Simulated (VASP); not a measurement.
The system is Si3N4.

```xyz
14
Lattice="7.6093 0.0000 0.0000 -3.8047 6.5898 0.0000 0.0000 0.0000 2.9079" Properties=species:S:1:pos:R:3 pbc="T T T"
Si   -1.5957    5.0597    0.7270
Si    2.4296    1.1480    2.1809
Si    0.2207    2.6781    0.7270
Si    5.4003    1.5302    2.1809
Si    1.3750    5.4419    0.7270
Si    3.5840    3.9117    2.1809
N     0.0000    4.3932    0.7270
N     3.8047    2.1966    2.1809
N     2.3551    0.2570    0.7270
N     0.9550    2.1681    2.1809
N     6.2092    1.9111    0.7270
N     1.4496    6.3328    2.1809
N     2.8497    4.4218    0.7270
N    -2.4045    4.6788    2.1809
```

* Program: VASP 6.6.1
* Task: relaxation of cell and atoms
* Functional: PBE
* Dispersion: D3(BJ)
* Potentials or basis: VASP PAW PBE potentials, release 64 (Si, N)
* Cutoff: 600 eV
* k mesh: 3 × 3 × 8
* Occupations: gaussian, width 0.1 eV
* Spin: no spin polarisation

At the start: pressure 2.0 GPa; volume 10.42 Å³/atom.

Question: How do energy, volume and symmetry change on relaxing?

Answer: Over 16 steps the energy falls by 26.4 meV/atom and the volume is 10.45 Å³/atom (+0.3 %); space group P6_3/m (No. 176, to 0.05 Å).

Step by step:
```
step  energy change (eV)  largest force (eV/Å)  pressure (GPa)  volume (Å³)
   1              0.0000                1.7691            1.99       145.81
   2              0.6124                3.2434           -0.89       148.52
   3             -0.3062                0.3857           -0.76       146.85
   4             -0.3224                0.6790            0.52       146.12
   5             -0.3384                0.2563           -0.04       146.42
   6             -0.3547                0.1557            0.26       146.24
   7             -0.3567                0.1919            0.42       146.14
   8             -0.3583                0.2953           -0.35       146.53
   9             -0.3616                0.1374           -0.01       146.35
  10             -0.3644                0.0864           -0.26       146.44
  11             -0.3645                0.0973           -0.31       146.46
  12             -0.3668                0.0759            0.10       146.17
  13             -0.3671                0.0954            0.31       146.03
  14             -0.3687                0.0649            0.05       146.13
  15             -0.3687                0.0673            0.05       146.14
  16             -0.3692                0.0301           -0.20       146.25
```

Final structure:
```
Si N
1.0
     7.61895    0.00000    0.00000
    -3.80947    6.59820    0.00000
     0.00000    0.00000    2.90929
Si N
6 8
Direct
  0.17392 0.76774 0.25000
  0.40618 0.17392 0.75000
  0.23226 0.40618 0.25000
  0.82608 0.23226 0.75000
  0.59382 0.82608 0.25000
  0.76774 0.59382 0.75000
  0.33333 0.66667 0.25000
  0.66667 0.33333 0.75000
  0.32986 0.02973 0.25000
  0.30013 0.32986 0.75000
  0.97027 0.30013 0.25000
  0.67014 0.97027 0.75000
  0.69987 0.67014 0.25000
  0.02973 0.69987 0.75000
```

Caveat: the relaxation stopped at a loose force limit of 0.05 eV/Å, so its end isn't a converged minimum.
